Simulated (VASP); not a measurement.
# W (I4/mmm) in VASP: further runs

W is run at these levels: LDA; tasks: single point.

Program: VASP 6.6.1. These are calculated values, not measurements. Logs are shortened: lines on timing, memory, paths and dates and some standing lists are left out, and cuts for length are marked.

### 1 The cell of the first run

It takes space group I4/mmm (No. 139, tetragonal). The conventional cell has a = 2.828 Å, b = 2.828 Å, c = 3.608 Å, α = 90.00°, β = 90.00°, γ = 90.00°. Within 3.7 Å of W (site symmetry 4/mmm) lie 14 W at 2.69 to 3.61 Å.

### 2 Single point, LDA (14.42 Å³/atom)

Input file INCAR:

```
SYSTEM = W
  PREC = Accurate
  ENCUT = 520
  EDIFF = 1E-7
  ISMEAR = 0
  SIGMA = 0.15
  LREAL = .FALSE.
  LASPH = .TRUE.
  NELM = 100
  ALGO = Fast
  ISIF = 2
  LWAVE = .FALSE.
  LCHARG = .TRUE.
  GGA = CA
  LELF = .TRUE.
  LVHAR = .TRUE.
  NBANDS = 13
```

Input file KPOINTS:

```
regular mesh
0
G
  22 22 22
  0 0 0
```

Input file POSCAR:

```
W
1.0
    0.0000000000      1.9994364037      1.8038915234
    1.9994364037      0.0000000000      1.8038915234
    1.9994364037      1.9994364037      0.0000000000
W
1
Direct
    0.0000000000      0.0000000000      0.0000000000
```

Potentials or basis: VASP PAW LDA potentials, release 64 (W_sv).

Started as:

```bash
$ cat potpaw_LDA.64/W_sv/POTCAR > POTCAR
$ mpirun -np 1 vasp_std > vasp.out
```

OUTCAR:

```text
SYSTEM = W
   PREC = Accurate
   ENCUT = 520
   EDIFF = 1E-7
   ISMEAR = 0
   LREAL = .FALSE.
   LASPH = .TRUE.
   NELM = 100
   ISIF = 2
   GGA = CA

 ion  position               nearest neighbor table
   1  0.000  0.000  0.000-

  LATTYP: Found a body centered tetragonal cell.
 ALAT       =     2.8276300792
 C/A-ratio  =     1.2759034760

  Lattice vectors:

 A1 = (   0.0000000000,  -1.9994364037,  -1.8038915234)
 A2 = (   0.0000000000,   1.9994364037,  -1.8038915234)
 A3 = (   1.9994364037,   0.0000000000,   1.8038915234)

Analysis of symmetry for initial positions (statically):
=====================================================================
 Subroutine PRICEL returns:
 Original cell was already a primitive cell.

 Routine SETGRP: Setting up the symmetry group for a
 body centered tetragonal supercell.

 Subroutine GETGRP returns: Found 16 space group operations
 (whereof 16 operations were pure point group operations)
 out of a pool of 16 trial point group operations.

The static configuration has the point symmetry D_4h.

Analysis of symmetry for dynamics (positions and initial velocities):
=====================================================================
 Subroutine PRICEL returns:
 Original cell was already a primitive cell.

 Routine SETGRP: Setting up the symmetry group for a
 body centered tetragonal supercell.

 Subroutine GETGRP returns: Found 16 space group operations
 (whereof 16 operations were pure point group operations)
 out of a pool of 16 trial point group operations.

The dynamic configuration has the point symmetry D_4h.

 Subroutine INISYM returns: Found 16 space group operations
 (whereof 16 operations are pure point group operations),
 and found     1 'primitive' translations

----------------------------------------------------------------------------------------

                                     Primitive cell

  volume of cell :      14.4230

  direct lattice vectors                    reciprocal lattice vectors
     0.000000000  1.999436404  1.803891523    -0.250070469  0.250070469  0.277178530
     1.999436404  0.000000000  1.803891523     0.250070469 -0.250070469  0.277178530
     1.999436404  1.999436404  0.000000000     0.250070469  0.250070469 -0.277178530

  length of vectors
     2.692911168  2.692911168  2.827630079     0.449331077  0.449331077  0.449331077

  position of ions in fractional coordinates (direct lattice)
     0.000000000  0.000000000  0.000000000

  ion indices of the primitive-cell ions
   primitive index   ion index
                 1           1

----------------------------------------------------------------------------------------

 KPOINTS: regular mesh

Automatic generation of k-mesh.
 Grid dimensions read from file:
 generate k-points for:   22   22   22

 Generating k-lattice:

  Cartesian coordinates                     Fractional coordinates (reciprocal lattice)
    -0.011366840  0.011366840  0.012599024     0.045454545  0.000000000  0.000000000
     0.011366840 -0.011366840  0.012599024     0.000000000  0.045454545  0.000000000
     0.011366840  0.011366840 -0.012599024     0.000000000  0.000000000  0.045454545

  Length of vectors
     0.020424140  0.020424140  0.020424140

  Shift w.r.t. Gamma in fractional coordinates (k-lattice)
     0.000000000  0.000000000  0.000000000

 Subroutine IBZKPT returns following result:
 ===========================================

 Found    834 irreducible k-points:

 Following reciprocal coordinates:
            Coordinates               Weight
  0.000000  0.000000  0.000000      1.000000
  0.045455 -0.000000  0.000000      8.000000
  0.090909 -0.000000  0.000000      8.000000
  0.136364 -0.000000  0.000000      8.000000
  0.181818 -0.000000  0.000000      8.000000
  0.227273 -0.000000  0.000000      8.000000
[... 16 lines left out ...]
  0.500000  0.045455  0.000000      8.000000
 -0.454545  0.045455  0.000000      8.000000
 [... further k-points ...]
   k-points           NKPTS =    834   k-points in BZ     NKDIM =    834   number of bands    NBANDS=     13
   number of dos      NEDOS =    301   number of ions     NIONS =      1
   total plane-waves  NPLWV =   9600
   dimension x,y,z NGX =    20 NGY =   20 NGZ =   24
   dimension x,y,z NGXF=    40 NGYF=   40 NGZF=   48
   ions per type =               1
   NGX,Y,Z   is equivalent  to a cutoff of  12.35, 12.35, 14.11 a.u.
   NGXF,Y,Z  is equivalent  to a cutoff of  24.69, 24.69, 28.22 a.u.
 SYSTEM =  W
   PREC   = accura    normal or accurate (medium, high low for compatibility)
   ISTART =      0    job   : 0-new  1-cont  2-samecut
   ICHARG =      2    charge: 1-file 2-atom 10-const
   ISPIN  =      1    spin polarized calculation?
   LNONCOLLINEAR =      F non collinear calculations
   LSORBIT =      F    spin-orbit coupling
   LASPH  =      T    aspherical Exc in radial PAW
   ENCUT  =  520.0 eV  38.22 Ry    6.18 a.u.   5.01  5.01  5.26*2*pi/ulx,y,z
   NELM   =    100;   NELMIN=  2; NELMDL= -5     # of ELM steps
   EDIFF  = 0.1E-06   stopping-criterion for ELM
   LREAL  =      F    real-space projection
   EDIFFG = 0.1E-05   stopping-criterion for IOM
   NSW    =      0    number of steps for IOM
   IBRION =     -1    ionic relax: 0-MD 1-quasi-New 2-CG
   NFREE  =      0    steps in history (QN), initial steepest desc. (CG)
   ISIF   =      2    stress and relaxation
   ISYM   =      2    0-nonsym 1-usesym 2-fastsym
   POTIM  = 0.5000    time-step for ionic-motion
   TEBEG  =    0.0;   TEEND  =   0.0 temperature during run
   PSTRESS=    0.0 pullay stress
   NELECT =      14.0000    total number of electrons
   NUPDOWN=      -1.0000    fix difference up-down
   EMIN   =  10.00;   EMAX   =-10.00  energy-range for DOS
   EFERMI =   0.00;   METHOD = LEGACY
   ISMEAR =     0;   SIGMA  =   0.15  broadening in eV -4-tet -1-fermi 0-gaus
   EFERMI_NEDOS =   21; number of points for ismear=-14 and -15
   IALGO  =     68    algorithm
   IMIX   =      4    mixing-type and parameters
     AMIX     =   0.40;   BMIX     =  1.00
     AMIX_MAG =   1.60;   BMIX_MAG =  1.00
  volume/ion in A,a.u.               =      14.42        97.33
  Fermi-wavevector in a.u.,A,eV,Ry     =   1.620935  3.063123 35.748366  2.627431
  Thomas-Fermi vector in A             =   2.714793
   LORBIT       =      0    0 simple, 1 ext, 2 COOP (PROOUT), +10 PAW based schemes
   GGA     = CA    functional components
   LHFCALC =     F    Hartree Fock is set to
   AEXX    =    0.0000 exact exchange contribution
   IVDW    =     0    specifies the selected vdW correction
   LEPSILON=     F    determine dielectric tensor
   LRPA    =     F    only Hartree local field effects (RPA)
 non-spin polarized calculation
 RMM-DIIS sequential band-by-band and
 Gauss-broadening in eV      SIGMA  =   0.15
  energy-cutoff  :      520.00
  volume of cell :       14.42
 maximum number of plane-waves:       426
   NGX =  9   NGY =  9   NGZ = 11

 number of electron      14.0000002 magnetization

 Free energy of the ion-electron system (eV)
  ---------------------------------------------------
  ext. energy  EPLUGINS =         0.00000000
  ---------------------------------------------------
  free energy    TOTEN  =       -13.58956255 eV

  energy without entropy =      -13.57972739  energy(sigma->0) =      -13.58464497

 E-fermi :  12.5105     XC(G=0): -14.3573

 val. band max:       12.5101375532   @ k =   0.0455  -0.0000   0.0000
 cond. band min:      12.5108604580   @ k =  -0.4091   0.0455   0.1364
 fundamental gap:      0.0007229048
 Fermi energy:        12.5104858780

 k-point     1 :       0.0000    0.0000    0.0000
  band No.  band energies     occupation
      1     -60.8111      2.00000
      2     -24.4772      2.00000
      3     -24.4772      2.00000
      4     -24.4345      2.00000
      5       2.7028      2.00000
      6      11.0671      2.00000
      7      11.0671      2.00000
      8      12.5292      0.85983
      9      13.9770      0.00000
     10      16.0450      0.00000
     11      25.4262      0.00000
     12      29.7974      0.00000
     13      29.7974      0.00000

 k-point     2 :       0.0455   -0.0000    0.0000
  band No.  band energies     occupation
      1     -60.8071      2.00000
      2     -24.5080      2.00000
      3     -24.4846      2.00000
      4     -24.4461      2.00000
      5       2.8114      2.00000
      6      11.0457      2.00000
      7      11.1148      2.00000
      8      12.5101      1.00262
      9      13.9490      0.00000
     10      15.9757      0.00000
     11      25.6457      0.00000
     12      29.7467      0.00000
     13      29.9877      0.00000

 k-point     3 :       0.0909   -0.0000    0.0000
  band No.  band energies     occupation
      1     -60.7956      2.00000
      2     -24.6187      2.00000
      3     -24.5063      2.00000
      4     -24.4582      2.00000
      5       3.1272      2.00000
      6      10.9586      2.00000
      7      11.2362      2.00000
      8      12.4965      1.10460
      9      13.8970      0.00000
     10      15.7935      0.00000
     11      26.2511      0.00000
     12      29.4559      0.00000
     13      30.5458      0.00000
[... 305 lines left out ...]
 k-point    23 :       0.5000    0.0455    0.0000
  band No.  band energies     occupation
      1     -60.6113      2.00000
      2     -26.2405      2.00000
      3     -24.8427      2.00000
      4     -24.5898      2.00000
      5       6.0160      2.00000
      6      10.3986      2.00000
      7      11.9233      2.00000
      8      13.4047      0.00000
      9      17.7370      0.00000
     10      18.7792      0.00000
     11      24.6058      0.00000
     12      25.2890      0.00000
     13      31.9390      0.00000

 k-point    24 :      -0.4545    0.0455    0.0000
  band No.  band energies     occupation
      1     -60.6136      2.00000
      2     -26.2214      2.00000
      3     -24.8331      2.00000
      4     -24.5963      2.00000
      5       6.0234      2.00000
      6      10.4072      2.00000
      7      11.8474      2.00000
      8      13.4218      0.00000
      9      17.7914      0.00000
     10      18.4798      0.00000
     11      24.5824      0.00000
     12      25.4419      0.00000
     13      32.3791      0.00000

 [... further k-points ...]

------------------------ aborting loop because EDIFF is reached ----------------------------------------

  FORCE on cell =-STRESS in cart. coord.  units (eV):
  Direction    XX          YY          ZZ          XY          YZ          ZX
  --------------------------------------------------------------------------------------
  -------------------------------------------------------------------------------------
  Total        3.8886973      3.8886973      1.1967514      0.0000000      0.0000000     -0.0000000
  in kB      431.9755046    431.9755046    132.9409954      0.0000000      0.0000000     -0.0000000
  external PRESSURE =     332.2973349 kB  Pullay stress =       0.0000000 kB

 VOLUME and BASIS-vectors are now :
 -----------------------------------------------------------------------------
  energy-cutoff  :      520.00
  volume of cell :       14.42
      direct lattice vectors                 reciprocal lattice vectors
     0.000000000  1.999436404  1.803891523    -0.250070469  0.250070469  0.277178530
     1.999436404  0.000000000  1.803891523     0.250070469 -0.250070469  0.277178530
     1.999436404  1.999436404  0.000000000     0.250070469  0.250070469 -0.277178530

 POSITION                                       TOTAL-FORCE (eV/Angst)
 -----------------------------------------------------------------------------------
      0.00000      0.00000      0.00000         0.000000     -0.000000      0.000000
 -----------------------------------------------------------------------------------
    total drift:                                0.000000      0.000000      0.000000

  FREE ENERGIE OF THE ION-ELECTRON SYSTEM (eV)
  ---------------------------------------------------
  free  energy   TOTEN  =       -13.5895625487 eV

  energy  without entropy=      -13.5797273945  energy(sigma->0) =      -13.58464497
```

Run time: 2.4 min. Hardware: 1 thread of Intel Xeon 6975P-C (Granite Rapids), shared host; peak memory 0.25 GiB.

What came out:

```yaml
Free_energy: -13.5896 eV
Pressure: 33.2 GPa
Band_gap_on_the_k_mesh: zero (bands 7 and 8 overlap by 6.25 eV)
```

Stress tensor (GPa, compression positive):
```
43.20  0.00  0.00
 0.00 43.20  0.00
 0.00  0.00 13.29
```

Caveat: the stress differs along the axes, from 13 to 43 GPa; spin-orbit coupling is left out, which moves the levels of the heavy elements.

### 3 Single point, LDA (14.42 Å³/atom)

Input file INCAR:

```
SYSTEM = W
PREC = Accurate ; ENCUT = 520
EDIFF = 1E-6 ; ISMEAR = 0
SIGMA = 0.15 ; LREAL = .False.
LASPH = .True. ; NELM = 80
ALGO = Fast ; ISIF = 2
LWAVE = .False. ; LCHARG = .False.
GGA = CA ; NBANDS = 13
```

Input file KPOINTS:

```
Automatic mesh
0
Gamma
  22 22 22
  0 0 0
```

Input file POSCAR:

```
W
1.0
    0.0000000000      1.8667950335      2.0693422946
    1.8667950335      0.0000000000      2.0693422946
    1.8667950335      1.8667950335      0.0000000000
W
1
Direct
    0.0000000000      0.0000000000      0.0000000000
```

Potentials or basis: VASP PAW LDA potentials, release 64 (W_sv).

Started as:

```bash
$ cat potpaw_LDA.64/W_sv/POTCAR > POTCAR
$ mpirun -np 1 vasp_std > vasp.out
```

Run time: 1.7 min. Hardware: 1 thread of Intel Xeon 6975P-C (Granite Rapids), shared host; peak memory 0.25 GiB.

It converged, with:

| Item | Value |
| --- | --- |
| Free energy | -13.5456 eV |
| Pressure | 34.2 GPa |
| Band gap on the k mesh | zero (bands 7 and 8 overlap by 5.31 eV) |

Stress tensor (GPa, compression positive):
```
30.63  0.00  0.00
 0.00 30.63  0.00
 0.00  0.00 41.26
```

Levels at points of the mesh, in eV from the Fermi level:
```tsv
k point	band 4	band 5	band 6	band 7	band 8	band 9	band 10	band 11
(0.00, 0.00, 0.00)	-36.88	-9.76	-2.02	-0.37	-0.37	1.30	3.89	12.95
(0.50, 0.00, 0.00)	-36.99	-6.54	-2.10	-0.41	1.09	5.24	6.10	12.33
(0.50, 0.50, 0.00)	-37.33	-6.68	-5.45	2.40	5.91	6.50	6.50	13.54
(0.50, 0.00, 0.50)	-37.53	-6.69	-5.64	4.59	5.29	5.50	7.71	11.28
```

Caveat: the stress differs along the axes, from 31 to 41 GPa; spin-orbit coupling is left out, which moves the levels of the heavy elements.

### 4 Single point, LDA (14.42 Å³/atom)

Input file INCAR:

```
SYSTEM = W
ALGO = Fast ; EDIFF = 1E-6
ENCUT = 520 ; GGA = CA
ISIF = 2 ; ISMEAR = 0
LASPH = .True. ; LCHARG = .False.
LREAL = .False. ; LWAVE = .False.
NBANDS = 13 ; NELM = 60
PREC = Accurate ; SIGMA = 0.15
```

Input file KPOINTS:

```
k-points
0
Gamma
  22 22 22
  0 0 0
```

Input file POSCAR:

```
W
1.0
    0.0000000000      2.0692748838      1.6841828279
    2.0692748838      0.0000000000      1.6841828279
    2.0692748838      2.0692748838      0.0000000000
W
1
Direct
    0.0000000000      0.0000000000      0.0000000000
```

Started as:

```bash
$ cat potpaw_LDA.64/W_sv/POTCAR > POTCAR
$ mpirun -np 1 vasp_std > vasp.out
```

Wall time 1.9 min (1 thread of Intel Xeon 6975P-C (Granite Rapids), shared host); peak memory 0.25 GiB.

Results (log left out):

```yaml
Free_energy: -13.8184 eV
Pressure: 30.9 GPa
Band_gap_on_the_k_mesh: zero (bands 7 and 8 overlap by 6.60 eV)
```

Stress tensor (GPa, compression positive):
```
43.84  0.00  0.00
 0.00 43.84  0.00
 0.00  0.00  5.06
```

Levels at points of the mesh, in eV from the Fermi level:
| k point | band 5 | band 6 | band 7 | band 8 | band 9 | band 10 |
| --- | --- | --- | --- | --- | --- | --- |
| (0.00, 0.00, 0.00) | -10.04 | -1.81 | -1.81 | 0.05 | 0.90 | 3.38 |
| (0.50, 0.00, 0.00) | -6.86 | -3.23 | 0.64 | 0.93 | 4.05 | 6.58 |
| (0.50, 0.50, 0.00) | -6.86 | -6.39 | 5.48 | 6.16 | 6.16 | 6.74 |
| (0.50, 0.00, 0.50) | -6.94 | -5.21 | 2.12 | 4.16 | 4.52 | 7.24 |

Caveat: the stress differs along the axes, from 5 to 44 GPa; spin-orbit coupling is left out, which moves the levels of the heavy elements.

[end of part 1 of 2]
